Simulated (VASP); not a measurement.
A run of VASP 6.6.1 is set up as follows.

The input INCAR:

```
SYSTEM = Lu
  PREC = Accurate
  ENCUT = 520
  EDIFF = 1E-6
  ISMEAR = -1
  SIGMA = 0.08
  LREAL = .False.
  LASPH = .True.
  NELM = 60
  ALGO = Normal
  ISIF = 2
  LWAVE = .False.
  LCHARG = .True.
  GGA = PE
  LELF = .True.
  LVHAR = .True.
  NBANDS = 58
```

Contents of KPOINTS:

```
regular mesh
0
Gamma
  10 10 3
  0 0 0
```

The input POSCAR:

```
Lu
1.0
    3.4859726635      0.0000000000      0.0000000000
   -1.7429863318      3.0189408835      0.0000000000
    0.0000000000      0.0000000000     11.1724480602
Lu
4
Direct
    0.0000000000      0.0000000000      0.0000000000
    0.0000000000      0.0000000000      0.5000000000
    0.3333333333      0.6666666667      0.2500000000
    0.6666666667      0.3333333333      0.7500000000
```

Potentials or basis: VASP PAW PBE potentials, release 64 (Lu).

The run is started by

```console
$ cat potpaw_PBE.64/Lu/POTCAR > POTCAR
$ mpirun -np 1 vasp_std > vasp.out
```

Question: Predict the pressure.

Answer: -0.4 GPa.

Question: Estimate the band gap on the k mesh.

Answer: Zero (bands 50 and 51 overlap by 1.38 eV).

Caveat: spin-orbit coupling is left out, which moves the levels of the heavy elements.
